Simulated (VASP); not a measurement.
Here is a VASP 6.6.1 calculation.

File INCAR:

```
SYSTEM = Ti5C
PREC = Accurate
ENCUT = 520
EDIFF = 1E-6
ISMEAR = 0
SIGMA = 0.1
LREAL = .False.
LASPH = .True.
NELM = 60
ALGO = Normal
ISIF = 2
LWAVE = .False.
LCHARG = .False.
GGA = PE
NBANDS = 41
```

The input KPOINTS:

```
Automatic mesh
0
Gamma
  4 4 4
  0 0 0
```

The input POSCAR:

```
Ti5C
1.0
    0.0000000000      3.5622118700      3.5622118700
    3.5622118700      0.0000000000      3.5622118700
    3.5622118700      3.5622118700      0.0000000000
Ti C
5 1
Direct
    0.6021580300      0.6021580300      0.6021580300
    0.6021580300      0.6021580300      0.1935259200
    0.6021580300      0.1935259200      0.6021580300
    0.1935259200      0.6021580300      0.6021580300
    0.2500000000      0.2500000000      0.2500000000
    0.0000000000      0.0000000000      0.0000000000
```

Potentials or basis: VASP PAW PBE potentials, release 64 (Ti_sv, C).

The run is started by

```console
$ cat potpaw_PBE.64/Ti_sv/POTCAR potpaw_PBE.64/C/POTCAR > POTCAR
$ mpirun -np 1 vasp_std > vasp.out
```

(1) Predict the largest force.

(2) What does it give for the pressure?

(3) What does it give for the band gap on the k mesh?

## Answers

(1) 11.143 eV/Å.

(2) 21.4 GPa.

(3) zero (band 32 reaches 8.69 eV, above the bottom of band 33 at 7.79 eV).

Caveat: the k points lie up to 0.38 Å⁻¹ apart; forces of over 1 eV/Å act on the atoms, so gaps and moduli don't describe the material at rest.
